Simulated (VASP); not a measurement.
Here is a VASP 6.6.1 calculation.

INCAR

```
SYSTEM = RbCd
PREC = Accurate
ENCUT = 500
EDIFF = 1E-6
ISMEAR = 0
SIGMA = 0.1
LREAL = .FALSE.
LASPH = .TRUE.
NELM = 120
ALGO = Normal
ISIF = 2
LWAVE = .FALSE.
LCHARG = .FALSE.
GGA = PE
NBANDS = 18
GGA_COMPAT = .FALSE.
```

Contents of KPOINTS:

```
Automatic mesh
0
G
  12 12 12
  0 0 0
```

The input POSCAR:

```
RbCd
1.0
    4.6986876187      0.0000000000      0.0000000000
    0.0000000000      4.6986876187      0.0000000000
    0.0000000000      0.0000000000      4.6986876187
Rb Cd
1 1
Direct
    0.5000000000      0.5000000000      0.5000000000
    0.0000000000      0.0000000000      0.0000000000
```

Potentials or basis: VASP PAW PBE potentials, release 64 (Rb_sv, Cd).

Command:

```sh
$ cat potpaw_PBE.64/Rb_sv/POTCAR potpaw_PBE.64/Cd/POTCAR > POTCAR
$ mpirun -np 1 vasp_std > vasp.out
```

Problem. What does it give for the pressure?

Solution. -0.5 GPa.
